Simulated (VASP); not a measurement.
# BN (P1) in VASP: notebook, part 2 of 3

VASP 6.6.1. Earlier steps stand in the parts before.

**4. Single point, PBE (atom 3 (N) moved by (-0.200, -0.200) A along [1 1 0] and z)**

File INCAR:

```
SYSTEM = BN
PREC = Accurate
ENCUT = 520
EDIFF = 1E-6
ISMEAR = 0
SIGMA = 0.05
LREAL = .False.
LASPH = .True.
NELM = 80
ALGO = Normal
ISIF = 2
LWAVE = .False.
LCHARG = .False.
GGA = PE
NBANDS = 16
```

File KPOINTS:

```
Automatic mesh
0
Gamma
  12 12 6
  0 0 0
```

File POSCAR:

```
BN
1.0
    2.5539396017      0.0000000000      0.0000000000
   -1.2769698009      2.2117765748      0.0000000000
    0.0000000000      0.0000000000      4.2268550000
B N
2 2
Direct
    0.6666666667      0.3333333333      0.9997240000
    0.3333333333      0.6666666667      0.4997240000
    0.5793227787      0.2693931696      0.5779594964
    0.3333333333      0.6666666667      0.1252760000
```

Launch:

```console
> cat potpaw_PBE.64/B/POTCAR potpaw_PBE.64/N/POTCAR > POTCAR
> mpirun -np 1 vasp_std > vasp.out
```

Wall time 86 s (1 thread of AMD EPYC 9R45 (Zen 5), shared host); peak memory 0.21 GiB.

It converged, with:

```yaml
Free_energy: -33.6034 eV
Pressure: 14.5 GPa
Largest_force: 8.734 eV/Å
Band_gap_on_the_k_mesh: 4.48 eV, indirect (least direct gap 6.36 eV)
```

Forces in eV/Å, atoms in the order of the input:
```
B   -0.511 -0.554 -0.371
B   -2.143 -4.240 -3.285
N    2.785  4.978  6.613
N   -0.131 -0.184 -2.957
```

Stress tensor (GPa, compression positive):
```
 3.88 -7.05 -0.26
-7.05 25.71  3.79
-0.26  3.79 13.78
```

Levels at points of the mesh, in eV from the valence-band top:
```csv
k point,band 4,band 5,band 6,band 7,band 8,band 9,band 10,band 11,band 12,band 13
"(0.00, 0.00, 0.00)",-4.78,-2.25,-1.38,-0.59,0.00,6.36,6.85,8.26,8.44,9.32
"(0.50, 0.00, 0.00)",-8.38,-7.55,-6.81,-3.67,-3.36,5.18,6.17,9.62,11.00,11.50
"(0.00, 0.50, 0.00)",-9.21,-6.86,-5.65,-4.98,-3.03,5.66,7.78,9.14,10.77,11.73
"(0.50, 0.50, 0.00)",-8.96,-7.16,-5.68,-4.55,-3.13,5.29,7.16,9.14,10.58,11.83
"(0.00, 0.00, 0.50)",-5.56,-4.48,-1.92,-1.80,-0.81,6.63,7.60,8.89,9.14,9.24
"(0.50, 0.00, 0.50)",-10.18,-6.41,-4.50,-4.35,-3.23,4.67,6.06,8.40,9.42,13.10
"(0.00, 0.50, 0.50)",-10.61,-4.98,-4.25,-4.00,-2.96,4.95,5.53,7.44,8.80,13.18
"(0.50, 0.50, 0.50)",-10.55,-5.21,-4.37,-4.00,-2.90,4.98,5.23,7.46,8.70,13.22
```

Caveat: the cell differs from its parent crystal (atom 3 (N) moved by (-0.200, -0.200) A along [1 1 0] and z); forces of over 1 eV/Å act on the atoms, so gaps and moduli don't describe the material at rest. A k mesh can miss the band edges.

**5. Single point, PBE (atom 3 (N) moved by (-0.200, +0.000) A along [1 1 0] and z)**

File INCAR:

```
SYSTEM = BN
PREC     = Accurate       ! precision mode
ENCUT    = 520            ! plane-wave cutoff, eV
EDIFF    = 1E-7           ! SCF threshold, eV
ISMEAR   = 0              ! smearing method
SIGMA    = 0.05           ! smearing width, eV
LREAL    = .FALSE.        ! projectors in reciprocal space
LASPH    = .TRUE.         ! aspherical terms in the spheres
NELM     = 80             ! most SCF steps
ALGO     = Normal         ! electronic algorithm
ISIF     = 2              ! what is computed and relaxed
LWAVE    = .FALSE.        ! write WAVECAR
LCHARG   = .FALSE.        ! write CHGCAR
GGA      = PE             ! functional
NBANDS   = 16             ! bands
```

File KPOINTS:

```
regular mesh
0
G
  12 12 6
  0 0 0
```

POSCAR: that of step 4 with these lines changed.

```diff
@@ -10,3 +10,3 @@
     0.3333333333      0.6666666667      0.4997240000
-    0.5793227787      0.2693931696      0.5779594964
+    0.5793227787      0.2693931696      0.6252760000
     0.3333333333      0.6666666667      0.1252760000
```

Potentials or basis: VASP PAW PBE potentials, release 64 (B, N).

Launch:

```console
> cat potpaw_PBE.64/B/POTCAR potpaw_PBE.64/N/POTCAR > POTCAR
> mpirun -np 1 vasp_std > vasp.out
```

OUTCAR:

```text
SYSTEM = BN
   PREC = Accurate
   ENCUT = 520
   EDIFF = 1E-7
   ISMEAR = 0
   LREAL = .FALSE.
   LASPH = .TRUE.
   NELM = 80
   ISIF = 2
   GGA = PE

 ion  position               nearest neighbor table
   1  0.667  0.333  1.000-   4 1.57   4 1.57   4 1.57   3 1.60
   2  0.333  0.667  0.500-   3 1.44   3 1.53   4 1.58   3 1.75
   3  0.579  0.269  0.625-   2 1.44   2 1.53   1 1.60   2 1.75
   4  0.333  0.667  0.125-   1 1.57   1 1.57   1 1.57   2 1.58

  LATTYP: Found a hexagonal cell.
 ALAT       =     2.5539396017
 C/A-ratio  =     1.6550332659

  Lattice vectors:

 A1 = (   2.5539396017,   0.0000000000,   0.0000000000)
 A2 = (  -1.2769698009,   2.2117765748,   0.0000000000)
 A3 = (   0.0000000000,   0.0000000000,   4.2268550000)

Analysis of symmetry for initial positions (statically):
=====================================================================
 Subroutine PRICEL returns:
 Original cell was already a primitive cell.

 Routine SETGRP: Setting up the symmetry group for a
 hexagonal supercell.

 Subroutine GETGRP returns: Found  1 space group operations
 (whereof  1 operations were pure point group operations)
 out of a pool of 24 trial point group operations.

The static configuration has the point symmetry C_1 .

Analysis of symmetry for dynamics (positions and initial velocities):
=====================================================================
 Subroutine PRICEL returns:
 Original cell was already a primitive cell.

 Routine SETGRP: Setting up the symmetry group for a
 hexagonal supercell.

 Subroutine GETGRP returns: Found  1 space group operations
 (whereof  1 operations were pure point group operations)
 out of a pool of 24 trial point group operations.

The dynamic configuration has the point symmetry C_1 .

 Subroutine INISYM returns: Found  1 space group operations
 (whereof  1 operations are pure point group operations),
 and found     1 'primitive' translations

----------------------------------------------------------------------------------------

                                     Primitive cell

  volume of cell :      23.8764

  direct lattice vectors                    reciprocal lattice vectors
     2.553939602  0.000000000  0.000000000     0.391551938  0.226062617  0.000000000
    -1.276969801  2.211776575  0.000000000     0.000000000  0.452125233  0.000000000
     0.000000000  0.000000000  4.226855000     0.000000000  0.000000000  0.236582518

  length of vectors
     2.553939602  2.553939602  4.226855000     0.452125233  0.452125233  0.236582518

  position of ions in fractional coordinates (direct lattice)
     0.666666667  0.333333333  0.999724000
     0.333333333  0.666666667  0.499724000
     0.579322779  0.269393170  0.625276000
     0.333333333  0.666666667  0.125276000

  ion indices of the primitive-cell ions
   primitive index   ion index
                 1           1
                 2           2
                 3           3
                 4           4

----------------------------------------------------------------------------------------

 KPOINTS: regular mesh

Automatic generation of k-mesh.
 Grid dimensions read from file:
 generate k-points for:   12   12    6

 Generating k-lattice:

  Cartesian coordinates                     Fractional coordinates (reciprocal lattice)
     0.032629328  0.018838551  0.000000000     0.083333333  0.000000000  0.000000000
     0.000000000  0.037677103  0.000000000     0.000000000  0.083333333  0.000000000
     0.000000000  0.000000000  0.039430420     0.000000000  0.000000000  0.166666667

  Length of vectors
     0.037677103  0.037677103  0.039430420

  Shift w.r.t. Gamma in fractional coordinates (k-lattice)
     0.000000000  0.000000000  0.000000000

 Subroutine IBZKPT returns following result:
 ===========================================

 Found    436 irreducible k-points:

 Following reciprocal coordinates:
            Coordinates               Weight
  0.000000  0.000000  0.000000      1.000000
  0.083333  0.000000  0.000000      2.000000
  0.000000  0.083333  0.000000      2.000000
 -0.083333  0.083333  0.000000      2.000000
  0.166667  0.000000  0.000000      2.000000
  0.000000  0.166667  0.000000      2.000000
[... 16 lines left out ...]
  0.166667  0.083333  0.000000      2.000000
 -0.083333  0.250000  0.000000      2.000000
 [... further k-points ...]
   k-points           NKPTS =    436   k-points in BZ     NKDIM =    436   number of bands    NBANDS=     16
   number of dos      NEDOS =    301   number of ions     NIONS =      4
   total plane-waves  NPLWV =  12800
   dimension x,y,z NGX =    20 NGY =   20 NGZ =   32
   dimension x,y,z NGXF=    40 NGYF=   40 NGZF=   64
   ions per type =               2   2
   NGX,Y,Z   is equivalent  to a cutoff of  13.02, 13.02, 12.59 a.u.
   NGXF,Y,Z  is equivalent  to a cutoff of  26.04, 26.04, 25.17 a.u.
 SYSTEM =  BN
   PREC   = accura    normal or accurate (medium, high low for compatibility)
   ISTART =      0    job   : 0-new  1-cont  2-samecut
   ICHARG =      2    charge: 1-file 2-atom 10-const
   ISPIN  =      1    spin polarized calculation?
   LNONCOLLINEAR =      F non collinear calculations
   LSORBIT =      F    spin-orbit coupling
   LASPH  =      T    aspherical Exc in radial PAW
   ENCUT  =  520.0 eV  38.22 Ry    6.18 a.u.   4.75  4.75  7.86*2*pi/ulx,y,z
   NELM   =     80;   NELMIN=  2; NELMDL= -5     # of ELM steps
   EDIFF  = 0.1E-06   stopping-criterion for ELM
   LREAL  =      F    real-space projection
   EDIFFG = 0.1E-05   stopping-criterion for IOM
   NSW    =      0    number of steps for IOM
   IBRION =     -1    ionic relax: 0-MD 1-quasi-New 2-CG
   NFREE  =      0    steps in history (QN), initial steepest desc. (CG)
   ISIF   =      2    stress and relaxation
   ISYM   =      2    0-nonsym 1-usesym 2-fastsym
   POTIM  = 0.5000    time-step for ionic-motion
   TEBEG  =    0.0;   TEEND  =   0.0 temperature during run
   PSTRESS=    0.0 pullay stress
   NELECT =      16.0000    total number of electrons
   NUPDOWN=      -1.0000    fix difference up-down
   EMIN   =  10.00;   EMAX   =-10.00  energy-range for DOS
   EFERMI =   0.00;   METHOD = LEGACY
   ISMEAR =     0;   SIGMA  =   0.05  broadening in eV -4-tet -1-fermi 0-gaus
   EFERMI_NEDOS =   21; number of points for ismear=-14 and -15
   IALGO  =     38    algorithm
   IMIX   =      4    mixing-type and parameters
     AMIX     =   0.40;   BMIX     =  1.00
     AMIX_MAG =   1.60;   BMIX_MAG =  1.00
  volume/ion in A,a.u.               =       5.97        40.28
  Fermi-wavevector in a.u.,A,eV,Ry     =   1.432600  2.707222 27.923836  2.052344
  Thomas-Fermi vector in A             =   2.552210
   LORBIT       =      0    0 simple, 1 ext, 2 COOP (PROOUT), +10 PAW based schemes
   GGA     = PE    functional components
   LHFCALC =     F    Hartree Fock is set to
   AEXX    =    0.0000 exact exchange contribution
   IVDW    =     0    specifies the selected vdW correction
   LEPSILON=     F    determine dielectric tensor
   LRPA    =     F    only Hartree local field effects (RPA)
 non-spin polarized calculation
 Gauss-broadening in eV      SIGMA  =   0.05
  energy-cutoff  :      520.00
  volume of cell :       23.88
 maximum number of plane-waves:       660
   NGX =  9   NGY =  9   NGZ = 15

 number of electron      15.9999999 magnetization

 Free energy of the ion-electron system (eV)
  ---------------------------------------------------
  ext. energy  EPLUGINS =         0.00000000
  ---------------------------------------------------
  free energy    TOTEN  =       -34.40606299 eV

  energy without entropy =      -34.40606299  energy(sigma->0) =      -34.40606299

 E-fermi :   8.4084     XC(G=0): -12.7629

 val. band max:        8.1559967205   @ k =   0.0000   0.0000   0.0000
 cond. band min:      12.4762967394   @ k =   0.3333   0.3333   0.0000
 fundamental gap:      4.3203000189
 Fermi energy:         8.4083862508

 k-point     1 :       0.0000    0.0000    0.0000
  band No.  band energies     occupation
      1     -12.8759      2.00000
      2      -8.7857      2.00000
      3      -3.4026      2.00000
      4       4.2942      2.00000
      5       5.9437      2.00000
      6       6.8769      2.00000
[... 8 lines left out ...]
     15      21.2378      0.00000
     16      23.3146      0.00000
[... 419 lines left out ...]
 k-point    24 :      -0.0833    0.2500    0.0000
  band No.  band energies     occupation
      1     -11.8468      2.00000
      2      -8.0785      2.00000
      3      -2.3729      2.00000
      4       1.3779      2.00000
      5       3.7057      2.00000
      6       4.4350      2.00000
[... 8 lines left out ...]
     15      22.0298      0.00000
     16      23.0111      0.00000

 [... further k-points ...]
[... 5 lines left out ...]
  --------------------------------------------------------------------------------------
  -------------------------------------------------------------------------------------
  Total        0.3775581      1.7112832      0.2510758     -0.2222816      0.3639180     -0.1497512
  in kB       25.3352452    114.8320852     16.8479150    -14.9157421     24.4199553    -10.0487400
  external PRESSURE =      52.3384151 kB  Pullay stress =       0.0000000 kB

 VOLUME and BASIS-vectors are now :
 -----------------------------------------------------------------------------
  energy-cutoff  :      520.00
  volume of cell :       23.88
      direct lattice vectors                 reciprocal lattice vectors
     2.553939602  0.000000000  0.000000000     0.391551938  0.226062617  0.000000000
    -1.276969801  2.211776575  0.000000000     0.000000000  0.452125233  0.000000000
     0.000000000  0.000000000  4.226855000     0.000000000  0.000000000  0.236582518

 POSITION                                       TOTAL-FORCE (eV/Angst)
 -----------------------------------------------------------------------------------
      1.27697      0.73726      4.22569        -0.627075     -0.676453     -0.096376
     -0.00000      1.47452      2.11226        -1.344386     -2.759497     -0.867591
      1.13555      0.59584      2.64295         2.022114      3.521387      0.943351
     -0.00000      1.47452      0.52952        -0.050652     -0.085437      0.020615
 -----------------------------------------------------------------------------------
    total drift:                                0.000194     -0.000103      0.000094

  FREE ENERGIE OF THE ION-ELECTRON SYSTEM (eV)
  ---------------------------------------------------
  free  energy   TOTEN  =       -34.4060629913 eV

  energy  without entropy=      -34.4060629913  energy(sigma->0) =      -34.40606299
```

Run time: 92 s. Hardware: 1 thread of AMD EPYC 9R45 (Zen 5), shared host; peak memory 0.21 GiB.

Results:

| Quantity | Value |
| --- | --- |
| Free energy | -34.4061 eV |
| Pressure | 5.2 GPa |
| Largest force | 4.169 eV/Å |
| Band gap on the k mesh | 4.32 eV, indirect (least direct gap 7.06 eV) |

Forces on the atoms (eV/Å):
```
B   -0.627 -0.676 -0.096
B   -1.344 -2.759 -0.868
N    2.022  3.521  0.943
N   -0.051 -0.085  0.021
```

Caveat: the cell differs from its parent crystal (atom 3 (N) moved by (-0.200, +0.000) A along [1 1 0] and z); forces of over 1 eV/Å act on the atoms, so gaps and moduli don't describe the material at rest. A k mesh can miss the band edges.

(Continued in part 3 of 3.)
